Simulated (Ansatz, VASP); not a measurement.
One calculation of InP, two programs

INCAR

```
SYSTEM = InP
PREC = Accurate
ENCUT = 520
EDIFF = 1E-6
ISMEAR = 0
SIGMA = 0.01
LREAL = .FALSE.
LASPH = .TRUE.
NELM = 80
ALGO = Normal
ISIF = 2
LWAVE = .FALSE.
LCHARG = .FALSE.
GGA = PE
NBANDS = 16
```

KPOINTS

```
regular mesh
0
G
  6 6 6
  0 0 0
```

Contents of POSCAR:

```
InP
1.0
    0.0000000000      2.8774475815      2.8774475815
    2.8774475815      0.0000000000      2.8774475815
    2.8774475815      2.8774475815      0.0000000000
In P
1 1
Direct
    0.0000000000      0.0000000000      0.0000000000
    0.2500000000      0.2500000000      0.2500000000
```

Input for Ansatz:

```yaml
crystal:
  lattice:
    - [0.0, 2.8774475815072527, 2.8774475815072527]
    - [2.8774475815072527, 0.0, 2.8774475815072527]
    - [2.8774475815072527, 2.8774475815072527, 0.0]
  atoms:
    - { symbol: In, position: [0.0, 0.0, 0.0] }
    - { symbol: P, position: [0.25, 0.25, 0.25] }
basis:
  ecutwfc: 500.0
kpoints:
  mp_grid:
    grid: [6, 6, 6]
hamiltonian:
  xc: pbe
  pseudopotentials:
    kind: paw
scf:
  convergence:
    dr2_threshold: 1.0e-09
  occupations:
    method: fixed
output:
  stress: true
```

Alike in both runs: task single point; functional PBE; k mesh 6 × 6 × 6; no spin polarisation.

|  | VASP | Ansatz |
| --- | --- | --- |
| version | VASP 6.6.1 | Ansatz 0.2.0 |
| potentials or method | VASP PAW PBE potentials, release 64 (In_d, P), cutoff 520 eV | plane waves, PAW |
| occupations | gaussian, width 0.01 eV | fixed |
| valence electrons in the cell | 18 | 18 |

VASP gave:

```
pressure (GPa) : 7.9
```

**Question.** Which values does Ansatz return?

**Answer.** Pressure (GPa): 8.0.

Ansatz's warnings: stress scf threshold loose.
